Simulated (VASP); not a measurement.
Input of a VASP 6.6.1 run:

The input INCAR:

```
PREC     = Accurate       # precision mode
ENCUT    = 500            # plane-wave cutoff, eV
EDIFF    = 1E-7           # SCF threshold, eV
ISMEAR   = 0              # smearing method
SIGMA    = 0.2            # smearing width, eV
LREAL    = False          # projectors in reciprocal space
LASPH    = True           # aspherical terms in the spheres
NELM     = 120            # most SCF steps
ALGO     = Normal         # electronic algorithm
ISIF     = 3              # what is computed and relaxed
LWAVE    = False          # write WAVECAR
LCHARG   = False          # write CHGCAR
GGA      = PE             # functional
IBRION   = 2              # ionic algorithm
NSW      = 36             # ionic steps
EDIFFG   = -0.08          # ionic threshold
GGA_COMPAT= False        
NELMIN   = 4
```

The input KPOINTS:

```
Automatic mesh
0
Gamma
  3 3 3
```

Contents of POSCAR:

```
ScAl3As4
1.0
    5.5134521200      0.0000000000      0.0000000000
    0.0000000000      5.5134521200      0.0000000000
    0.0000000000      0.0000000000      5.5134521200
Sc Al As
1 3 4
Direct
    0.5000000000      0.5000000000      0.5000000000
    0.0000000000      0.5000000000      0.5000000000
    0.5000000000      0.0000000000      0.5000000000
    0.5000000000      0.5000000000      0.0000000000
    0.2554000000      0.2554000000      0.2554000000
    0.2554000000      0.7446000000      0.7446000000
    0.7446000000      0.7446000000      0.2554000000
    0.7446000000      0.2554000000      0.7446000000
```

Potentials or basis: VASP PAW PBE potentials, release 64 (Sc_sv, Al, As).

Run with:

```console
$ cat potpaw_PBE.64/Sc_sv/POTCAR potpaw_PBE.64/Al/POTCAR potpaw_PBE.64/As/POTCAR > POTCAR
$ mpirun -np 1 vasp_std > vasp.out
```

Q: Estimate the band gap on the k mesh.

A: 1.51 eV (least direct gap 1.62 eV).

Q: Predict the space group after relaxing (to 0.1 Å).

A: P-43m (No. 215).

The path:
```csv
step,energy change (eV),largest force (eV/Å),pressure (GPa),volume (Å³)
1,0.0000,4.3064,22.95,167.60
2,-1.2577,1.6560,-8.68,251.43
3,-3.1397,0.0844,-0.89,207.52
4,-3.1437,0.1626,-0.49,206.25
5,-3.1439,0.2148,-0.22,205.42
6,-3.1519,0.1748,-0.11,204.23
7,-3.1623,0.0562,0.25,200.67
```

Caveat: the volume moved by over 15 % at a fixed basis, so the end points are rough; an odd mesh through Γ misses points on the zone boundary, where band edges can lie; the relaxation stopped at a loose force limit of 0.08 eV/Å, so its end isn't a converged minimum.
